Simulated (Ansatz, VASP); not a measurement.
# RbBr: VASP beside Ansatz

POSCAR

```
RbBr
1.0
    3.9983097553      0.0000000000      0.0000000000
    0.0000000000      3.9983097553      0.0000000000
    0.0000000000      0.0000000000      4.1279266522
Rb Br
1 1
Direct
    0.0000000000      0.0000000000      0.0000000000
    0.5000000000      0.5000000000      0.5000000000
```

INCAR.step1

```
ALGO = Normal
EDIFF = 1E-5
ENCUT = 400
GGA = PE
GGA_COMPAT = F
ISIF = 2
ISMEAR = 0
LASPH = T
LCHARG = F
LREAL = F
LWAVE = T
NBANDS = 15
NELM = 120
PREC = Accurate
SIGMA = 0.01
```

The input INCAR.step2:

```
ALGO = Normal
EDIFF = 1E-6
ENCUT = 400
GGA = PE
GGA_COMPAT = F
HFSCREEN = 0.2079
ISIF = 2
ISMEAR = 0
ISTART = 1
LASPH = T
LCHARG = F
LHFCALC = T
LREAL = F
LWAVE = F
NBANDS = 15
NELM = 120
PREC = Accurate
PRECFOCK = Normal
SIGMA = 0.01
```

The input KPOINTS:

```
k-points
0
Gamma
  4 4 4
```

Input for Ansatz:

```yaml
crystal:
  lattice:
    - [3.9983097553, 0.0, 0.0]
    - [0.0, 3.9983097553, 0.0]
    - [0.0, 0.0, 4.1279266522]
  atoms:
    - { symbol: Rb, position: [0.0, 0.0, 0.0] }
    - { symbol: Br, position: [0.5, 0.5, 0.5] }
kpoints:
  mp_grid: { grid: [4, 4, 4] }
  band_path:
    path:
      - [0.0, 0.0, 0.0]
      - [0.0, 0.5, 0.0]
      - [0.5, 0.5, 0.0]
      - [0.5, 0.5, 0.5]
      - [0.0, 0.5, 0.5]
    npoints: 1
hamiltonian:
  xc: hse06
scf:
  occupations: { method: fixed }
  n_extra_bands: 4
output:
  forces: true
  stress: true
  eigenvalues: true
```

Change from the starting cell: biaxial_xy strain -3.1%.

Alike in both runs: task single point; functional HSE06; k mesh 4 × 4 × 4; no spin polarisation.

```csv
,VASP,Ansatz
version,VASP 6.6.1,Ansatz 0.2.0
potentials or method,"VASP PAW PBE potentials, release 64 (Rb_sv, Br)","plane waves, PAW"
plane-wave cutoff (eV),400,420
occupations,"gaussian, width 0.01 eV",fixed
valence electrons in the cell,16,16
```

|  | VASP | Ansatz | Ansatz less VASP |
| --- | --- | --- | --- |
| gap on the k mesh at the Fermi level (eV) | 5.44 | 5.44 | 0.000 |
| pressure (GPa) | 1.7 | 1.7 | +0.02 |
| traceless stress, the component that is largest in VASP (GPa) | -0.70 | -0.70 | 0.000 |

Ansatz's warnings: stress exchange threshold loose, stress scf threshold loose.
